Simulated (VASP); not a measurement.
Runs of VASP 6.6.1 on GaSb. The structure is that of space group F-43m (No. 216), or close to it. The cells are those of the table. 

```csv
task,cell,gap on the mesh (eV),pressure (GPa)
relaxation of cell and atoms,"relaxed to 5 GPa from a = 4.326 Å, angles 60.0°, 2 atoms",0.34,5.0
single point,"a = 4.263 Å, angles 60.0°, 2 atoms",(a),5.1
relaxation of cell and atoms,"relaxed to 10 GPa from a = 4.326 Å, angles 60.0°, 2 atoms",0.64,10.1
single point,"a = 4.174 Å, angles 60.0°, 2 atoms",0.64,10.1
```

Alike in all rows: level PBE; potentials or basis VASP PAW PBE potentials, release 64 (Ga_d, Sb); no spin polarisation; k mesh 6 × 6 × 6; cutoff (eV) 500; smearing gaussian 0.01 eV.

Fill in the values left out.

(a) 0.35.

Caveats: spin-orbit coupling is left out, which moves the levels of the heavy elements; the cell is relaxed towards a set pressure, so the enthalpy falls and the energy may rise (some runs).

A k mesh can miss the band edges, and the runs leave out spin-orbit coupling on Ga, Sb.
